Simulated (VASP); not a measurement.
# ZnS (P6_3mc) in VASP: notebook, part 4 of 4

VASP 6.6.1. The steps go on from the part before.

### Step 7. Single point, PBE (strain -0.030 along x and y, +0.030 along z)

Input file INCAR:

```
SYSTEM = ZnS
ALGO = Normal
EDIFF = 1E-7
ENCUT = 520
GGA = PE
ISIF = 2
ISMEAR = 0
LASPH = .TRUE.
LCHARG = .FALSE.
LREAL = .FALSE.
LWAVE = .FALSE.
NBANDS = 46
NELM = 100
PREC = Accurate
SIGMA = 0.05
```

Input file KPOINTS:

```
k-points
0
G
  12 12 2
  0 0 0
```

Input file POSCAR:

```
ZnS
1.0
    3.7313217401      0.0000000000      0.0000000000
   -1.8656608700      3.2314194166      0.0000000000
    0.0000000000      0.0000000000     12.9679317746
Zn S
4 4
Direct
    0.0000000000      0.0000000000      0.0000503469
    0.0000000000      0.0000000000      0.5000503469
    0.3333333333      0.6666666667      0.2500245137
    0.6666666667      0.3333333333      0.7500245137
    0.0000000000      0.0000000000      0.1872896978
    0.0000000000      0.0000000000      0.6872896978
    0.3333333333      0.6666666667      0.4376354415
    0.6666666667      0.3333333333      0.9376354415
```

Potentials or basis: VASP PAW PBE potentials, release 64 (Zn, S).

Command:

```
$ cat potpaw_PBE.64/Zn/POTCAR potpaw_PBE.64/S/POTCAR > POTCAR
$ mpirun -np 1 vasp_std > vasp.out
```

OUTCAR:

```text
SYSTEM = ZnS
   EDIFF = 1E-7
   ENCUT = 520
   GGA = PE
   ISIF = 2
   ISMEAR = 0
   LASPH = .TRUE.
   LREAL = .FALSE.
   NELM = 100
   PREC = Accurate

 ion  position               nearest neighbor table
   1  0.000  0.000  0.000-   8 2.30   8 2.30   8 2.30   5 2.43
   2  0.000  0.000  0.500-   7 2.30   7 2.30   7 2.30   6 2.43
   3  0.333  0.667  0.250-   5 2.30   5 2.30   5 2.30   7 2.43
   4  0.667  0.333  0.750-   6 2.30   6 2.30   6 2.30   8 2.43
   5  0.000  0.000  0.187-   3 2.30   3 2.30   3 2.30   1 2.43
   6  0.000  0.000  0.687-   4 2.30   4 2.30   4 2.30   2 2.43
   7  0.333  0.667  0.438-   2 2.30   2 2.30   2 2.30   3 2.43
   8  0.667  0.333  0.938-   1 2.30   1 2.30   1 2.30   4 2.43

  LATTYP: Found a hexagonal cell.
 ALAT       =     3.7313217401
 C/A-ratio  =     3.4754257815

  Lattice vectors:

 A1 = (   3.7313217401,   0.0000000000,   0.0000000000)
 A2 = (  -1.8656608700,   3.2314194166,   0.0000000000)
 A3 = (   0.0000000000,   0.0000000000,  12.9679317746)

Analysis of symmetry for initial positions (statically):
[... 189 lines left out ...]

 val. band max:        2.2872657368   @ k =   0.0000   0.0000   0.0000
 cond. band min:       4.3156274575   @ k =   0.0000   0.0000   0.0000
 fundamental gap:      2.0283617207
 Fermi energy:         2.4949788154

 k-point     1 :       0.0000    0.0000    0.0000
  band No.  band energies     occupation
      1     -11.0242      2.00000
      2     -10.6547      2.00000
      3     -10.6519      2.00000
      4     -10.2154      2.00000
      5      -4.1982      2.00000
      6      -4.1982      2.00000
[... 1165 lines left out ...]
     45       9.8863      0.00000
     46       9.8863      0.00000

 [... further k-points ...]
[... 5 lines left out ...]
  --------------------------------------------------------------------------------------
  -------------------------------------------------------------------------------------
  Total        5.4961155      5.4961155     -2.3832391      0.0000000      0.0000000      0.0000000
  in kB       56.3170223     56.3170223    -24.4203260      0.0000000      0.0000000      0.0000000
  external PRESSURE =      29.4045728 kB  Pullay stress =       0.0000000 kB

 VOLUME and BASIS-vectors are now :
 -----------------------------------------------------------------------------
  energy-cutoff  :      520.00
  volume of cell :      156.36
      direct lattice vectors                 reciprocal lattice vectors
     3.731321740  0.000000000  0.000000000     0.268001547  0.154730766  0.000000000
    -1.865660870  3.231419417  0.000000000     0.000000000  0.309461531  0.000000000
     0.000000000  0.000000000 12.967931775     0.000000000  0.000000000  0.077113299

 POSITION                                       TOTAL-FORCE (eV/Angst)
 -----------------------------------------------------------------------------------
      0.00000      0.00000      0.00065        -0.000000      0.000000      0.343113
      0.00000      0.00000      6.48462        -0.000000     -0.000000      0.343113
     -0.00000      2.15428      3.24230        -0.000000      0.000000      0.331199
      1.86566      1.07714      9.72627         0.000000      0.000000      0.331199
      0.00000      0.00000      2.42876         0.000000     -0.000000     -0.332206
      0.00000      0.00000      8.91273        -0.000000      0.000000     -0.332206
     -0.00000      2.15428      5.67523        -0.000000      0.000000     -0.342105
      1.86566      1.07714     12.15919        -0.000000     -0.000000     -0.342105
 -----------------------------------------------------------------------------------
    total drift:                               -0.000002     -0.000003     -0.001258

  FREE ENERGIE OF THE ION-ELECTRON SYSTEM (eV)
  ---------------------------------------------------
  free  energy   TOTEN  =       -27.1959952657 eV

  energy  without entropy=      -27.1959952657  energy(sigma->0) =      -27.19599527
```

OSZICAR:

```text
N       E                     dE             d eps       ncg     rms          rms(c)
DAV:   1     0.597535487960E+03    0.59754E+03   -0.33332E+04  3496   0.189E+03
DAV:   2     0.538327610262E+02   -0.54370E+03   -0.52244E+03  3504   0.439E+02
DAV:   3    -0.250213550807E+02   -0.78854E+02   -0.77473E+02  3864   0.153E+02
DAV:   4    -0.288795042073E+02   -0.38581E+01   -0.38419E+01  4268   0.340E+01
DAV:   5    -0.289402764346E+02   -0.60772E-01   -0.60738E-01  4118   0.435E+00    0.143E+01
DAV:   6    -0.271634765698E+02    0.17768E+01   -0.36347E+00  5436   0.421E+01    0.109E+01
DAV:   7    -0.272822654573E+02   -0.11879E+00   -0.47941E+00  3908   0.865E+00    0.398E+00
DAV:   8    -0.271990029388E+02    0.83263E-01   -0.29226E-01  4422   0.459E+00    0.132E+00
DAV:   9    -0.271953333274E+02    0.36696E-02   -0.94868E-02  4540   0.264E+00    0.422E-01
DAV:  10    -0.271955161511E+02   -0.18282E-03   -0.40274E-03  4154   0.103E+00    0.232E-01
DAV:  11    -0.271958318161E+02   -0.31567E-03   -0.78653E-04  4314   0.505E-01    0.938E-02
DAV:  12    -0.271959868185E+02   -0.15500E-03   -0.35281E-04  3838   0.321E-01    0.435E-02
DAV:  13    -0.271959881511E+02   -0.13326E-05   -0.55653E-05  4276   0.509E-02    0.114E-02
DAV:  14    -0.271959934215E+02   -0.52704E-05   -0.64167E-06  3834   0.256E-02    0.896E-03
DAV:  15    -0.271959950775E+02   -0.16560E-05   -0.40768E-06  3946   0.259E-02    0.224E-03
DAV:  16    -0.271959952003E+02   -0.12277E-06   -0.61894E-07  3982   0.722E-03    0.195E-03
DAV:  17    -0.271959952657E+02   -0.65446E-07   -0.11173E-07  2696   0.420E-03
   1 F= -.27195995E+02 E0= -.27195995E+02  d E =-.626612E-11
```

Wall time 4.9 min (1 thread of Oxide Virtual Turin-like, shared host); peak memory 0.34 GiB.

What came out:

```yaml
Free_energy: -27.1960 eV
Pressure: 2.9 GPa
Largest_force: 0.343 eV/Å
Band_gap_on_the_k_mesh: 2.03 eV, direct
```

Forces in eV/Å, atoms in the order of the input:
```
Zn   0.000  0.000  0.343
Zn   0.000  0.000  0.343
Zn   0.000  0.000  0.331
Zn   0.000  0.000  0.331
S    0.000  0.000 -0.332
S    0.000  0.000 -0.332
S    0.000  0.000 -0.342
S    0.000  0.000 -0.342
```

Levels at points of the mesh, in eV from the valence-band top:
| k point | band 33 | band 34 | band 35 | band 36 | band 37 | band 38 | band 39 | band 40 |
| --- | --- | --- | --- | --- | --- | --- | --- | --- |
| (0.00, 0.00, 0.00) | -0.38 | -0.30 | 0.00 | 0.00 | 2.03 | 3.54 | 3.62 | 3.79 |
| (0.50, 0.00, 0.00) | -1.61 | -1.61 | -1.30 | -1.01 | 3.12 | 3.16 | 3.90 | 4.38 |
| (0.00, 0.00, 0.50) | -0.12 | -0.12 | -0.12 | -0.12 | 2.99 | 2.99 | 3.63 | 3.63 |
| (0.50, 0.00, 0.50) | -1.66 | -1.66 | -1.20 | -1.20 | 3.61 | 3.61 | 3.94 | 3.94 |

Caveat: the cell differs from its parent crystal (strain -0.030 along x and y, +0.030 along z). A k mesh can miss the band edges.

### Step 8. The runs side by side

| cell | gap on the mesh (eV) | pressure (GPa) | largest force (eV/Å) |
| --- | --- | --- | --- |
| a = 3.847, b = 3.847, c = 12.213 Å, angles 90.0, 90.0, 120.0°, 8 atoms | 2.17 | 2.6 | 0.24 |
| a = 3.789, b = 3.789, c = 12.590 Å, angles 90.0, 90.0, 120.0°, 8 atoms | 2.16 | 2.5 | 0.11 |
| a = 3.847, b = 3.847, c = 12.401 Å, angles 90.0, 90.0, 120.0°, 8 atoms | 2.13 | 1.3 | 0.10 |
| a = 3.789, b = 3.789, c = 12.213 Å, angles 90.0, 90.0, 120.0°, 8 atoms | 2.34 | 5.0 | 0.13 |
| a = 3.731, b = 3.731, c = 12.779 Å, angles 90.0, 90.0, 120.0°, 8 atoms | 2.14 | 4.0 | 0.31 |
| a = 3.731, b = 3.731, c = 12.968 Å, angles 90.0, 90.0, 120.0°, 8 atoms | 2.03 | 2.9 | 0.34 |

Alike in all rows: task single point; level PBE; potentials or basis VASP PAW PBE potentials, release 64 (Zn, S); no spin polarisation; k mesh 12 × 12 × 2; cutoff (eV) 520; smearing gaussian 0.05 eV.

Total energies depend on the potentials used, so only differences within one code and one set of settings carry meaning.
